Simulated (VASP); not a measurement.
Write the native input for VASP 6.6.1 that does the following.

```yaml
Task: single point
Functional: LDA
Potentials_or_basis: VASP PAW LDA potentials, release 64 (Zn, S)
Cutoff: 520 eV
k_mesh: 8 × 8 × 8
Occupations: gaussian, width 0.01 eV
Spin: no spin polarisation
Dipole_correction: no
Further_INCAR_settings: ALGO = Normal; EDIFF = 1e-07; NBANDS = 16
```

The structure of ZnS lies in POSCAR:

```
ZnS
1.0
    2.6352263648      2.6352263648      0.0000000000
   -2.6352263648      2.6352263648      0.0000000000
    0.0000000000      2.6352263648      2.6564141145
Zn S
1 1
Direct
    0.7500000000      0.2500000000      0.5000000000
    0.0000000000      0.0000000000      0.0000000000
```

This cell differs from its parent crystal: in-plane strain -0.005.

One way to write it, as run:

INCAR

```
  PREC = Accurate
  ENCUT = 520
  EDIFF = 1E-7
  ISMEAR = 0
  SIGMA = 0.01
  LREAL = F
  LASPH = T
  NELM = 60
  ALGO = Normal
  ISIF = 2
  LWAVE = F
  LCHARG = F
  GGA = CA
  NBANDS = 16
```

KPOINTS

```
Automatic mesh
0
Gamma
  8 8 8
```

Potentials or basis: VASP PAW LDA potentials, release 64 (Zn, S).

The run is started by

```console
$ cat potpaw_LDA.64/Zn/POTCAR potpaw_LDA.64/S/POTCAR > POTCAR
$ mpirun -np 1 vasp_std > vasp.out
```

Results of the run:

The pressure is 0.9 GPa and the band gap on the k mesh is 2.18 eV, direct.

Caveat: the cell differs from its parent crystal (in-plane strain -0.005).

Wall time 46 s on 1 thread of Intel(R) Xeon(R) Platinum 8175M CPU @ 2.50GHz (Skylake/Cascade Lake) (shared host), peak memory 0.16 GiB.
